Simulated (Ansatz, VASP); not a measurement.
**Two plane-wave programs on Ir**

Contents of INCAR:

```
SYSTEM = Ir
ALGO = Normal
EDIFF = 1E-6
ENCUT = 520
GGA = PE
ISIF = 2
ISMEAR = 0
LASPH = .TRUE.
LCHARG = .FALSE.
LREAL = .FALSE.
LWAVE = .FALSE.
NBANDS = 16
NELM = 60
PREC = Accurate
SIGMA = 0.014
```

The input KPOINTS:

```
k-points
0
G
  11 11 6
  0 0 0
```

Contents of POSCAR:

```
Ir
1.0
    2.7513778946      0.0000000000      0.0000000000
   -1.3756889473      2.3827631521      0.0000000000
    0.0000000000      0.0000000000      4.4622900000
Ir
2
Direct
    0.3333333333      0.6666666667      0.2500000000
    0.6666666667      0.3333333333      0.7500000000
```

The input input.yaml:

```yaml
crystal:
  lattice:
    - [2.7513778946, 0.0, 0.0]
    - [-1.3756889473, 2.3827631521, 0.0]
    - [0.0, 0.0, 4.46229]
  atoms:
    - { symbol: Ir, position: [0.3333333333, 0.6666666667, 0.25] }
    - { symbol: Ir, position: [0.6666666667, 0.3333333333, 0.75] }
hamiltonian:
  xc: pbe
  pseudopotentials: { kind: paw }
kpoints:
  mp_grid: { grid: [11, 11, 6] }
scf:
  occupations: { method: gaussian, width: 0.014 }
output:
  forces: true
  stress: true
  eigenvalues: true
```

Alike in both runs: task single point; functional PBE; k mesh 11 × 11 × 6; occupations gaussian, width 0.014 eV; no spin polarisation.

|  | VASP | Ansatz |
| --- | --- | --- |
| version | VASP 6.6.1 | Ansatz 0.2.0 |
| potentials or method | VASP PAW PBE potentials, release 64 (Ir) | Ansatz PAW |
| plane-wave cutoff (eV) | 520 | 420 |
| valence electrons in the cell | 18 | 34 |

Ansatz gave:

```
gap on the k mesh at the Fermi level (eV)                     : none
pressure (GPa)                                                : -1.4
traceless stress, the component that is largest in VASP (GPa) : 0.69
```

**Question.** Estimate VASP's values.

**Answer.** gap on the k mesh at the Fermi level (eV): none; pressure (GPa): -1.0; traceless stress, the component that is largest in VASP (GPa): 0.80.

A gap of «none» marks a metal or a gap that the smearing closes. VASP's potentials hold 18 valence electrons a cell and Ansatz's 34, so a difference there can come from the potentials and not from the codes.

Neither program's run includes spin-orbit coupling.
